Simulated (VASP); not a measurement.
# SrO (Fm-3m) in VASP: notebook, part 2 of 3

VASP 6.6.1. The steps go on from the part before.

## (3) Single point, PBE

File INCAR:

```
SYSTEM = SrO
PREC = Accurate
ENCUT = 600
EDIFF = 1E-6
ISMEAR = -1
SIGMA = 0.1
LREAL = .FALSE.
LASPH = .TRUE.
NELM = 120
ALGO = Normal
ISIF = 2
LWAVE = .FALSE.
LCHARG = .FALSE.
GGA = PE
NBANDS = 15
GGA_COMPAT = .FALSE.
```

File KPOINTS:

```
regular mesh
0
G
  6 6 6
  0 0 0
```

File POSCAR:

```
SrO
1.0
    0.0000000000      2.5972058002      2.5972058002
    2.5972058002      0.0000000000      2.5972058002
    2.5972058002      2.5972058002      0.0000000000
Sr O
1 1
Direct
    0.0000000000      0.0000000000      0.0000000000
    0.5000000000      0.5000000000      0.5000000000
```

Potentials or basis: VASP PAW PBE potentials, release 64 (Sr_sv, O).

Started as:

```
$ cat potpaw_PBE.64/Sr_sv/POTCAR potpaw_PBE.64/O/POTCAR > POTCAR
$ mpirun -np 1 vasp_std > vasp.out
```

OUTCAR:

```text
SYSTEM = SrO
   PREC = Accurate
   ENCUT = 600
   EDIFF = 1E-6
   ISMEAR = -1
   LREAL = .FALSE.
   LASPH = .TRUE.
   NELM = 120
   ISIF = 2
   GGA = PE

 ion  position               nearest neighbor table
   1  0.000  0.000  0.000-   2 2.60   2 2.60   2 2.60   2 2.60   2 2.60   2 2.60
   2  0.500  0.500  0.500-   1 2.60   1 2.60   1 2.60   1 2.60   1 2.60   1 2.60

  LATTYP: Found a face centered cubic cell.
 ALAT       =     5.1944116004

  Lattice vectors:

 A1 = (   0.0000000000,   2.5972058002,   2.5972058002)
 A2 = (   2.5972058002,   0.0000000000,   2.5972058002)
 A3 = (   2.5972058002,   2.5972058002,   0.0000000000)

Analysis of symmetry for initial positions (statically):
=====================================================================
 Subroutine PRICEL returns:
 Original cell was already a primitive cell.

 Routine SETGRP: Setting up the symmetry group for a
 face centered cubic supercell.

 Subroutine GETGRP returns: Found 48 space group operations
 (whereof 48 operations were pure point group operations)
 out of a pool of 48 trial point group operations.

The static configuration has the point symmetry O_h .

Analysis of symmetry for dynamics (positions and initial velocities):
=====================================================================
 Subroutine PRICEL returns:
 Original cell was already a primitive cell.

 Routine SETGRP: Setting up the symmetry group for a
 face centered cubic supercell.

 Subroutine GETGRP returns: Found 48 space group operations
 (whereof 48 operations were pure point group operations)
 out of a pool of 48 trial point group operations.

The dynamic configuration has the point symmetry O_h .

 Subroutine INISYM returns: Found 48 space group operations
 (whereof 48 operations are pure point group operations),
 and found     1 'primitive' translations

----------------------------------------------------------------------------------------

                                     Primitive cell

  volume of cell :      35.0388

  direct lattice vectors                    reciprocal lattice vectors
     0.000000000  2.597205800  2.597205800    -0.192514586  0.192514586  0.192514586
     2.597205800  0.000000000  2.597205800     0.192514586 -0.192514586  0.192514586
     2.597205800  2.597205800  0.000000000     0.192514586  0.192514586 -0.192514586

  length of vectors
     3.673003667  3.673003667  3.673003667     0.333445045  0.333445045  0.333445045

  position of ions in fractional coordinates (direct lattice)
     0.000000000  0.000000000  0.000000000
     0.500000000  0.500000000  0.500000000

  ion indices of the primitive-cell ions
   primitive index   ion index
                 1           1
                 2           2

----------------------------------------------------------------------------------------

 KPOINTS: regular mesh

Automatic generation of k-mesh.
 Grid dimensions read from file:
 generate k-points for:    6    6    6

 Generating k-lattice:

  Cartesian coordinates                     Fractional coordinates (reciprocal lattice)
    -0.032085764  0.032085764  0.032085764     0.166666667  0.000000000  0.000000000
[... 31 lines left out ...]
 -0.333333  0.500000  0.166667     12.000000
   k-points           NKPTS =     16   k-points in BZ     NKDIM =     16   number of bands    NBANDS=     15
   number of dos      NEDOS =    301   number of ions     NIONS =      2
   total plane-waves  NPLWV =  27000
   dimension x,y,z NGX =    30 NGY =   30 NGZ =   30
   dimension x,y,z NGXF=    60 NGYF=   60 NGZF=   60
   ions per type =               1   1
   NGX,Y,Z   is equivalent  to a cutoff of  13.58, 13.58, 13.58 a.u.
   NGXF,Y,Z  is equivalent  to a cutoff of  27.16, 27.16, 27.16 a.u.
 SYSTEM =  SrO
   PREC   = accura    normal or accurate (medium, high low for compatibility)
   ISTART =      0    job   : 0-new  1-cont  2-samecut
   ICHARG =      2    charge: 1-file 2-atom 10-const
   ISPIN  =      1    spin polarized calculation?
   LNONCOLLINEAR =      F non collinear calculations
   LSORBIT =      F    spin-orbit coupling
   LASPH  =      T    aspherical Exc in radial PAW
   ENCUT  =  600.0 eV  44.10 Ry    6.64 a.u.   7.34  7.34  7.34*2*pi/ulx,y,z
   NELM   =    120;   NELMIN=  2; NELMDL= -5     # of ELM steps
   EDIFF  = 0.1E-05   stopping-criterion for ELM
   LREAL  =      F    real-space projection
   EDIFFG = 0.1E-04   stopping-criterion for IOM
   NSW    =      0    number of steps for IOM
   IBRION =     -1    ionic relax: 0-MD 1-quasi-New 2-CG
   NFREE  =      0    steps in history (QN), initial steepest desc. (CG)
   ISIF   =      2    stress and relaxation
   ISYM   =      2    0-nonsym 1-usesym 2-fastsym
   POTIM  = 0.5000    time-step for ionic-motion
   TEBEG  =    0.0;   TEEND  =   0.0 temperature during run
   PSTRESS=    0.0 pullay stress
   NELECT =      16.0000    total number of electrons
   NUPDOWN=      -1.0000    fix difference up-down
   EMIN   =  10.00;   EMAX   =-10.00  energy-range for DOS
   EFERMI =   0.00;   METHOD = LEGACY
   ISMEAR =    -1;   SIGMA  =   0.10  broadening in eV -4-tet -1-fermi 0-gaus
   EFERMI_NEDOS =   21; number of points for ismear=-14 and -15
   IALGO  =     38    algorithm
   IMIX   =      4    mixing-type and parameters
     AMIX     =   0.40;   BMIX     =  1.00
     AMIX_MAG =   1.60;   BMIX_MAG =  1.00
  volume/ion in A,a.u.               =      17.52       118.23
  Fermi-wavevector in a.u.,A,eV,Ry     =   1.260661  2.382305 21.623293  1.589267
  Thomas-Fermi vector in A             =   2.394160
   LORBIT       =      0    0 simple, 1 ext, 2 COOP (PROOUT), +10 PAW based schemes
   GGA     = PE    functional components
   LHFCALC =     F    Hartree Fock is set to
   AEXX    =    0.0000 exact exchange contribution
   IVDW    =     0    specifies the selected vdW correction
   LEPSILON=     F    determine dielectric tensor
   LRPA    =     F    only Hartree local field effects (RPA)
 non-spin polarized calculation
  energy-cutoff  :      600.00
  volume of cell :       35.04
 maximum number of plane-waves:      1211
 NGX is ok and might be reduce to    30
   NGX = 15   NGY = 15   NGZ = 15

 number of electron      16.0000000 magnetization

 Free energy of the ion-electron system (eV)
  ---------------------------------------------------
  ext. energy  EPLUGINS =         0.00000000
  ---------------------------------------------------
  free energy    TOTEN  =       -12.05607792 eV

  energy without entropy =      -12.05607790  energy(sigma->0) =      -12.05607791

 E-fermi :   3.2446     XC(G=0):  -9.8833

 val. band max:        1.5210888654   @ k =   0.0000   0.0000   0.0000
 cond. band min:       4.8022604251   @ k =   0.5000   0.5000   0.0000
 fundamental gap:      3.2811715597
 Fermi energy:         3.2445964362

 k-point     1 :       0.0000    0.0000    0.0000
  band No.  band energies     occupation
      1     -30.9758      2.00000
      2     -13.5305      2.00000
      3     -12.6437      2.00000
      4     -12.6437      2.00000
      5     -12.6437      2.00000
      6       1.5211      2.00000
      7       1.5211      2.00000
      8       1.5211      2.00000
      9       5.2911      0.00000
     10       7.6643      0.00000
     11       7.6643      0.00000
     12       7.6643      0.00000
     13       9.7639      0.00000
     14       9.7639      0.00000
[... 257 lines left out ...]
      2     -14.0844      2.00000
      3     -13.3834      2.00000
      4     -13.1154      2.00000
      5     -12.2207      2.00000
      6       0.6655      2.00000
      7       1.0223      2.00000
      8       1.1630      2.00000
      9       6.1335      0.00000
     10       8.9610      0.00000
     11       9.7522      0.00000
     12      12.2720      0.00000
     13      12.3794      0.00000
     14      14.1185      0.00000
     15      14.6725      0.00000

------------------------ aborting loop because EDIFF is reached ----------------------------------------

  FORCE on cell =-STRESS in cart. coord.  units (eV):
  Direction    XX          YY          ZZ          XY          YZ          ZX
  --------------------------------------------------------------------------------------
  -------------------------------------------------------------------------------------
  Total        0.0989783      0.0989783      0.0989783      0.0000000      0.0000000      0.0000000
  in kB        4.5258648      4.5258648      4.5258648      0.0000000      0.0000000      0.0000000
  external PRESSURE =       4.5258648 kB  Pullay stress =       0.0000000 kB

 VOLUME and BASIS-vectors are now :
 -----------------------------------------------------------------------------
  energy-cutoff  :      600.00
  volume of cell :       35.04
      direct lattice vectors                 reciprocal lattice vectors
     0.000000000  2.597205800  2.597205800    -0.192514586  0.192514586  0.192514586
     2.597205800  0.000000000  2.597205800     0.192514586 -0.192514586  0.192514586
     2.597205800  2.597205800  0.000000000     0.192514586  0.192514586 -0.192514586

 POSITION                                       TOTAL-FORCE (eV/Angst)
 -----------------------------------------------------------------------------------
      0.00000      0.00000      0.00000        -0.000000      0.000000      0.000000
      2.59721      2.59721      2.59721         0.000000      0.000000     -0.000000
 -----------------------------------------------------------------------------------
    total drift:                                0.000000      0.000000      0.000000

  FREE ENERGIE OF THE ION-ELECTRON SYSTEM (eV)
  ---------------------------------------------------
  free  energy   TOTEN  =       -12.0560779169 eV

  energy  without entropy=      -12.0560778990  energy(sigma->0) =      -12.05607791
```

Wall time 16 s (1 thread of Intel Xeon 8259CL, shared host); peak memory 0.17 GiB.

What came out:

| Item | Value |
| --- | --- |
| Free energy | -12.0561 eV |
| Pressure | 0.5 GPa |
| Band gap on the k mesh | 3.28 eV, indirect (least direct gap 3.39 eV) |

A k mesh can miss the band edges. A hybrid or GW would open this gap; PBE tends to underestimate it.

## (4) Single point, PBE

File INCAR:

```
PREC = Accurate
ENCUT = 600
EDIFF = 1E-6
ISMEAR = -1
SIGMA = 0.1
LREAL = False
LASPH = True
NELM = 120
ALGO = Normal
ISIF = 2
LWAVE = False
LCHARG = True
GGA = PE
LELF = True
LVHAR = True
NBANDS = 15
GGA_COMPAT = False
```

File KPOINTS:

```
Automatic mesh
0
Gamma
  6 6 6
```

File POSCAR:

```
SrO
1.0
    0.0000000000      2.5971917087      2.5971917087
    2.5971917087      0.0000000000      2.5971917087
    2.5971917087      2.5971917087      0.0000000000
Sr O
1 1
Direct
    0.0000000000      0.0000000000      0.0000000000
    0.5000000000      0.5000000000      0.5000000000
```

Started as:

```
$ cat potpaw_PBE.64/Sr_sv/POTCAR potpaw_PBE.64/O/POTCAR > POTCAR
$ mpirun -np 1 vasp_std > vasp.out
```

Run time: 21 s. Hardware: 1 thread of Intel Xeon 8259CL, shared host; peak memory 0.17 GiB.

It converged, with:

```
Free energy            : -12.0561 eV
Pressure               : 0.5 GPa
Band gap on the k mesh : 3.28 eV, indirect (least direct gap 3.39 eV)
```

Levels at points of the mesh, in eV from the valence-band top:
| k point | band 5 | band 6 | band 7 | band 8 | band 9 | band 10 | band 11 | band 12 |
| --- | --- | --- | --- | --- | --- | --- | --- | --- |
| (0.00, 0.00, 0.00) | -14.16 | 0.00 | 0.00 | 0.00 | 3.77 | 6.14 | 6.14 | 6.14 |
| (0.50, 0.00, 0.00) | -12.99 | -2.11 | -1.08 | -1.08 | 6.42 | 8.21 | 8.67 | 8.67 |
| (0.50, 0.50, 0.00) | -14.50 | -0.48 | -0.11 | -0.11 | 3.28 | 7.58 | 9.97 | 10.11 |

A k mesh can miss the band edges. As with any semilocal functional, this PBE gap is likely too small.

(Part 2 of 3 ends here.)
